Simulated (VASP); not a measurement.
# MgCd5O6 (P4/mmm) in VASP: single point with PBE

Aim: the single point of MgCd5O6 with PBE.

All numbers are computed with VASP 6.6.1; they aren't measurements. Logs are shortened: lines on timing, memory, paths and dates and some standing lists are left out, and cuts for length are marked.

## (1) The cell of the first run

Symmetry: P4/mmm, No. 123, tetragonal system. Conventional cell: a = 3.328 Å, b = 3.328 Å, c = 14.125 Å, α = 90.00°, β = 90.00°, γ = 90.00°. Within 2.8 Å of Mg (site symmetry 4/mmm) lie 6 O at 2.15 to 2.35 Å. Cd (site symmetry 4mm) has 6 O at 2.27 to 2.38 Å within 3.0 Å. Cd (site symmetry 4mm) has 6 O at 2.35 to 2.48 Å within 3.1 Å. Within 3.1 Å of Cd (site symmetry 4/mmm) lie 6 O at 2.35 to 2.42 Å. O (site symmetry 4mm) has 6 Cd at 2.35 to 2.42 Å within 3.1 Å. Within 3.1 Å of O (site symmetry 4/mmm) lie 6 Cd at 2.35 to 2.43 Å. Within 2.8 Å of O (site symmetry 4mm) lie 1 Mg at 2.15 Å and 5 Cd at 2.36 to 2.48 Å. Within 3.0 Å of O (site symmetry 4/mmm) lie 2 Cd at 2.27 Å and 4 Mg at 2.35 Å.

## (2) Single point, PBE

File INCAR:

```
SYSTEM = MgCd5O6
  ALGO = Normal
  EDIFF = 1E-6
  ENCUT = 750
  GGA = PE
  GGA_COMPAT = .FALSE.
  ISIF = 2
  ISMEAR = 0
  LASPH = .TRUE.
  LCHARG = .FALSE.
  LREAL = .FALSE.
  LWAVE = .FALSE.
  NBANDS = 85
  NELM = 120
  PREC = Accurate
  SIGMA = 0.1
```

File KPOINTS:

```
k-points
0
G
  6 6 1
  0 0 0
```

File POSCAR:

```
MgCd5O6
1.0
    3.3277239943      0.0000000000      0.0000000000
    0.0000000000      3.3277239943      0.0000000000
    0.0000000000      0.0000000000     14.1252834946
Mg Cd O
1 5 6
Direct
    0.5000000000      0.5000000000      0.5000000000
    0.0000000000      0.0000000000      0.6604176680
    0.5000000000      0.5000000000      0.8279953009
    0.0000000000      0.0000000000      0.0000000000
    0.5000000000      0.5000000000      0.1720046991
    0.0000000000      0.0000000000      0.3395823320
    0.0000000000      0.0000000000      0.8288675883
    0.5000000000      0.5000000000      0.0000000000
    0.0000000000      0.0000000000      0.1711324117
    0.5000000000      0.5000000000      0.3477585297
    0.0000000000      0.0000000000      0.5000000000
    0.5000000000      0.5000000000      0.6522414703
```

Potentials or basis: VASP PAW PBE potentials, release 64 (Mg_sv, Cd_sv_GW, O).

Started as:

```
$ cat potpaw_PBE.64/Mg_sv/POTCAR potpaw_PBE.64/Cd_sv_GW/POTCAR potpaw_PBE.64/O/POTCAR > POTCAR
$ mpirun -np 1 vasp_std > vasp.out
```

OUTCAR:

```text
SYSTEM = MgCd5O6
   EDIFF = 1E-6
   ENCUT = 750
   GGA = PE
   ISIF = 2
   ISMEAR = 0
   LASPH = .TRUE.
   LREAL = .FALSE.
   NELM = 120
   PREC = Accurate

 ion  position               nearest neighbor table
   1  0.500  0.500  0.500-
   2  0.000  0.000  0.660-  11 2.27
   3  0.500  0.500  0.828-
   4  0.000  0.000  0.000-
   5  0.500  0.500  0.172-
   6  0.000  0.000  0.340-  11 2.27
   7  0.000  0.000  0.829-
   8  0.500  0.500  0.000-
   9  0.000  0.000  0.171-
  10  0.500  0.500  0.348-
  11  0.000  0.000  0.500-   2 2.27   6 2.27
  12  0.500  0.500  0.652-

  LATTYP: Found a simple tetragonal cell.
 ALAT       =     3.3277239943
 C/A-ratio  =     4.2447280841

  Lattice vectors:

 A1 = (   3.3277239943,   0.0000000000,   0.0000000000)
 A2 = (   0.0000000000,   3.3277239943,   0.0000000000)
 A3 = (   0.0000000000,   0.0000000000,  14.1252834946)

Analysis of symmetry for initial positions (statically):
=====================================================================
 Subroutine PRICEL returns:
 Original cell was already a primitive cell.

 Routine SETGRP: Setting up the symmetry group for a
 simple tetragonal supercell.

 Subroutine GETGRP returns: Found 16 space group operations
 (whereof 16 operations were pure point group operations)
 out of a pool of 16 trial point group operations.

The static configuration has the point symmetry D_4h.

Analysis of symmetry for dynamics (positions and initial velocities):
=====================================================================
 Subroutine PRICEL returns:
 Original cell was already a primitive cell.

 Routine SETGRP: Setting up the symmetry group for a
 simple tetragonal supercell.

 Subroutine GETGRP returns: Found 16 space group operations
 (whereof 16 operations were pure point group operations)
 out of a pool of 16 trial point group operations.

The dynamic configuration has the point symmetry D_4h.

 Subroutine INISYM returns: Found 16 space group operations
 (whereof 16 operations are pure point group operations),
 and found     1 'primitive' translations

----------------------------------------------------------------------------------------
[... 104 lines left out ...]
   ISIF   =      2    stress and relaxation
   ISYM   =      2    0-nonsym 1-usesym 2-fastsym
   POTIM  = 0.5000    time-step for ionic-motion
   TEBEG  =    0.0;   TEEND  =   0.0 temperature during run
   PSTRESS=    0.0 pullay stress
   NELECT =     146.0000    total number of electrons
   NUPDOWN=      -1.0000    fix difference up-down
   EMIN   =  10.00;   EMAX   =-10.00  energy-range for DOS
   EFERMI =   0.00;   METHOD = LEGACY
   ISMEAR =     0;   SIGMA  =   0.10  broadening in eV -4-tet -1-fermi 0-gaus
   EFERMI_NEDOS =   21; number of points for ismear=-14 and -15
   IALGO  =     38    algorithm
   IMIX   =      4    mixing-type and parameters
     AMIX     =   0.40;   BMIX     =  1.00
     AMIX_MAG =   1.60;   BMIX_MAG =  1.00
  volume/ion in A,a.u.               =      13.03        87.96
  Fermi-wavevector in a.u.,A,eV,Ry     =   1.599909  3.023389 34.826938  2.559708
  Thomas-Fermi vector in A             =   2.697128
   LORBIT       =      0    0 simple, 1 ext, 2 COOP (PROOUT), +10 PAW based schemes
   GGA     = PE    functional components
   LHFCALC =     F    Hartree Fock is set to
   AEXX    =    0.0000 exact exchange contribution
   IVDW    =     0    specifies the selected vdW correction
   LEPSILON=     F    determine dielectric tensor
   LRPA    =     F    only Hartree local field effects (RPA)
 non-spin polarized calculation
 Gauss-broadening in eV      SIGMA  =   0.10
  energy-cutoff  :      750.00
  volume of cell :      156.42
 maximum number of plane-waves:      7367
 NGX is ok and might be reduce to    30
   NGX = 15   NGY = 15   NGZ = 63

 number of electron     146.0000019 magnetization

 Free energy of the ion-electron system (eV)
  ---------------------------------------------------
  ext. energy  EPLUGINS =         0.00000000
  ---------------------------------------------------
  free energy    TOTEN  =       -50.52150067 eV

  energy without entropy =      -50.51484405  energy(sigma->0) =      -50.51817236

 E-fermi :   4.4453     XC(G=0): -11.5445

 val. band max:        4.3808173704   @ k =   0.5000   0.0000   0.0000
 cond. band min:       5.5398812581   @ k =   0.1667   0.0000   0.0000
 fundamental gap:      1.1590638876
 Fermi energy:         4.4452776980

 k-point     1 :       0.0000    0.0000    0.0000
  band No.  band energies     occupation
      1     -96.3178      2.00000
      2     -96.3178      2.00000
      3     -96.2130      2.00000
      4     -95.9502      2.00000
      5     -95.9502      2.00000
      6     -69.4162      2.00000
[... 869 lines left out ...]
     84      13.2285      0.00000
     85      13.2324      0.00000

------------------------ aborting loop because EDIFF is reached ----------------------------------------

  FORCE on cell =-STRESS in cart. coord.  units (eV):
  Direction    XX          YY          ZZ          XY          YZ          ZX
  --------------------------------------------------------------------------------------
  -------------------------------------------------------------------------------------
  Total       -0.2954832     -0.2954832     -0.3151258      0.0000000     -0.0000000      0.0000000
  in kB       -3.0265757     -3.0265757     -3.2277711      0.0000000     -0.0000000      0.0000000
  external PRESSURE =      -3.0936408 kB  Pullay stress =       0.0000000 kB

 VOLUME and BASIS-vectors are now :
 -----------------------------------------------------------------------------
  energy-cutoff  :      750.00
  volume of cell :      156.42
      direct lattice vectors                 reciprocal lattice vectors
     3.327723994  0.000000000  0.000000000     0.300505691  0.000000000  0.000000000
     0.000000000  3.327723994  0.000000000     0.000000000  0.300505691  0.000000000
     0.000000000  0.000000000 14.125283495     0.000000000  0.000000000  0.070795039

 POSITION                                       TOTAL-FORCE (eV/Angst)
 -----------------------------------------------------------------------------------
      1.66386      1.66386      7.06264         0.000000      0.000000     -0.000000
      0.00000      0.00000      9.32859         0.000000     -0.000000     -0.012069
      1.66386      1.66386     11.69567         0.000000      0.000000     -0.002217
      0.00000      0.00000      0.00000         0.000000      0.000000     -0.000000
      1.66386      1.66386      2.42962         0.000000     -0.000000      0.002217
      0.00000      0.00000      4.79670        -0.000000     -0.000000      0.012069
      0.00000      0.00000     11.70799         0.000000      0.000000      0.000975
      1.66386      1.66386      0.00000         0.000000      0.000000     -0.000000
      0.00000      0.00000      2.41729        -0.000000      0.000000     -0.000975
      1.66386      1.66386      4.91219         0.000000     -0.000000     -0.023641
      0.00000      0.00000      7.06264         0.000000      0.000000     -0.000000
      1.66386      1.66386      9.21310        -0.000000      0.000000      0.023641
 -----------------------------------------------------------------------------------
    total drift:                                0.000000      0.000000      0.000000

  FREE ENERGIE OF THE ION-ELECTRON SYSTEM (eV)
  ---------------------------------------------------
  free  energy   TOTEN  =       -50.5215006667 eV

  energy  without entropy=      -50.5148440468  energy(sigma->0) =      -50.51817236
```

OSZICAR:

```text
N       E                     dE             d eps       ncg     rms          rms(c)
DAV:   1     0.461850569664E+04    0.46185E+04   -0.96067E+04  1716   0.310E+03
DAV:   2     0.626662650259E+03   -0.39918E+04   -0.38995E+04  1700   0.110E+03
DAV:   3     0.155796930176E+02   -0.61108E+03   -0.57859E+03  2526   0.525E+02
DAV:   4    -0.570200635647E+02   -0.72600E+02   -0.71021E+02  2792   0.207E+02
DAV:   5    -0.612899874375E+02   -0.42699E+01   -0.42346E+01  3080   0.473E+01    0.337E+01
DAV:   6    -0.506789292280E+02    0.10611E+02   -0.48982E+01  3112   0.734E+01    0.353E+01
DAV:   7    -0.508058587721E+02   -0.12693E+00   -0.55469E+00  2704   0.146E+01    0.267E+01
DAV:   8    -0.510216088291E+02   -0.21575E+00   -0.48622E+00  2464   0.183E+01    0.505E+00
DAV:   9    -0.505640942933E+02    0.45751E+00   -0.84177E-01  2840   0.920E+00    0.226E+00
DAV:  10    -0.505252590514E+02    0.38835E-01   -0.28468E-01  2505   0.395E+00    0.792E-01
DAV:  11    -0.505239798414E+02    0.12792E-02   -0.18707E-02  2760   0.995E-01    0.498E-01
DAV:  12    -0.505219912537E+02    0.19886E-02   -0.38454E-03  2507   0.625E-01    0.273E-01
DAV:  13    -0.505215339757E+02    0.45728E-03   -0.19113E-03  2696   0.374E-01    0.815E-02
DAV:  14    -0.505215003298E+02    0.33646E-04   -0.23619E-04  2806   0.911E-02    0.339E-02
DAV:  15    -0.505215042361E+02   -0.39063E-05   -0.18785E-05  2360   0.464E-02    0.221E-02
DAV:  16    -0.505215008189E+02    0.34172E-05   -0.73809E-06  1856   0.311E-02    0.454E-03
DAV:  17    -0.505215006667E+02    0.15225E-06   -0.11629E-06  1240   0.111E-02
   1 F= -.50521501E+02 E0= -.50518172E+02  d E =-.665662E-02
```

Run time: 6.3 min. Hardware: 1 thread of AMD EPYC 9R14 (Zen 4), shared host; peak memory 0.42 GiB.

What came out:

```yaml
Free_energy: -50.5215 eV
Pressure: -0.3 GPa
Largest_force: 0.024 eV/Å
Band_gap_on_the_k_mesh: zero (bands 73 and 74 overlap by 0.23 eV)
```

Forces on the atoms (eV/Å):
```
Mg   0.000  0.000  0.000
Cd   0.000  0.000 -0.012
Cd   0.000  0.000 -0.002
Cd   0.000  0.000  0.000
Cd   0.000  0.000  0.002
Cd   0.000  0.000  0.012
O    0.000  0.000  0.001
O    0.000  0.000  0.000
O    0.000  0.000 -0.001
O    0.000  0.000 -0.024
O    0.000  0.000  0.000
O    0.000  0.000  0.024
```

Caveat: the k points lie up to 0.44 Å⁻¹ apart; semilocal functionals underestimate gaps, so a narrow gap can read as zero.
